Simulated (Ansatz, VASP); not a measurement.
This is a calculation of BaH2 for Ansatz 0.2.0.

input.yaml

```yaml
crystal:
  lattice:
    - [6.792, 0.0, 0.0]
    - [0.0, 4.168, 0.0]
    - [0.0, 0.0, 7.858]
  atoms:
    - { symbol: Ba, position: [0.73971, 0.75, 0.11137] }
    - { symbol: Ba, position: [0.76029, 0.25, 0.61137] }
    - { symbol: Ba, position: [0.23971, 0.75, 0.38863] }
    - { symbol: Ba, position: [0.26029, 0.25, 0.88863] }
    - { symbol: H, position: [0.354, 0.75, 0.0865] }
    - { symbol: H, position: [0.146, 0.25, 0.5865] }
    - { symbol: H, position: [0.854, 0.75, 0.4135] }
    - { symbol: H, position: [0.646, 0.25, 0.9135] }
    - { symbol: H, position: [0.957, 0.75, 0.826] }
    - { symbol: H, position: [0.543, 0.25, 0.326] }
    - { symbol: H, position: [0.457, 0.75, 0.674] }
    - { symbol: H, position: [0.043, 0.25, 0.174] }
hamiltonian:
  xc: pbesol
  pseudopotentials: { kind: paw }
kpoints:
  mp_grid: { grid: [4, 7, 4] }
scf:
  occupations: { method: fermi_dirac, width: 0.05 }
output:
  forces: true
  stress: true
  eigenvalues: true
```

Potentials or basis: Ansatz PAW.

The run is started by

```bash
$ ansatz run input.yaml --threads 4 --pin off --max-ram 11264MiB --backend cpu --events-out ev --progress --plain --runs-dir out
```

Task: Translate it to VASP 6.6.1. Potentials there: VASP PAW PBE potentials, release 64 (Ba_sv, H).

Result: As run (the cutoff follows the program's own potentials):

Contents of INCAR:

```
ALGO = Normal
EDIFF = 1E-6
ENCUT = 520
GGA = PS
ISIF = 2
ISMEAR = -1
LASPH = True
LCHARG = True
LELF = True
LREAL = False
LVHAR = True
LWAVE = False
NBANDS = 36
NELM = 60
PREC = Accurate
SIGMA = 0.05
```

The input KPOINTS:

```
k-points
0
Gamma
  4 7 4
```

POSCAR

```
BaH2
1.0
    6.7920000000      0.0000000000      0.0000000000
    0.0000000000      4.1680000000      0.0000000000
    0.0000000000      0.0000000000      7.8580000000
Ba H
4 8
Direct
    0.7397100000      0.7500000000      0.1113700000
    0.7602900000      0.2500000000      0.6113700000
    0.2397100000      0.7500000000      0.3886300000
    0.2602900000      0.2500000000      0.8886300000
    0.3540000000      0.7500000000      0.0865000000
    0.1460000000      0.2500000000      0.5865000000
    0.8540000000      0.7500000000      0.4135000000
    0.6460000000      0.2500000000      0.9135000000
    0.9570000000      0.7500000000      0.8260000000
    0.5430000000      0.2500000000      0.3260000000
    0.4570000000      0.7500000000      0.6740000000
    0.0430000000      0.2500000000      0.1740000000
```

Potentials or basis: VASP PAW PBE potentials, release 64 (Ba_sv, H).

Run with:

```bash
$ cat potpaw_PBE.64/Ba_sv/POTCAR potpaw_PBE.64/H/POTCAR > POTCAR
$ mpirun -np 1 vasp_std > vasp.out
```

Both were run:

|  | VASP | Ansatz | Ansatz less VASP |
| --- | --- | --- | --- |
| gap on the k mesh at the Fermi level (eV) | 2.77 | 2.79 | +0.014 |
| least direct gap on the mesh (eV) | 3.23 | 3.27 | +0.041 |
| pressure (GPa) | -0.9 | -1.4 | -0.43 |
| traceless stress, the component that is largest in VASP (GPa) | -0.81 | -0.74 | +0.070 |
| rms of the force components (eV/Å) | 0.133 | 0.127 | -0.0053 |

VASP's potentials were made for PBE, not for PBEsol. Atom by atom the forces differ by 0.007 eV/Å (rms over components). The functional is the same, so the differences come from potentials, cutoffs and numerics.

Neither program's run includes spin-orbit coupling. Noted on Ansatz's run: odd divisions of the mesh miss points on the zone boundary, where band edges often lie, so the gap on the mesh can be too wide.
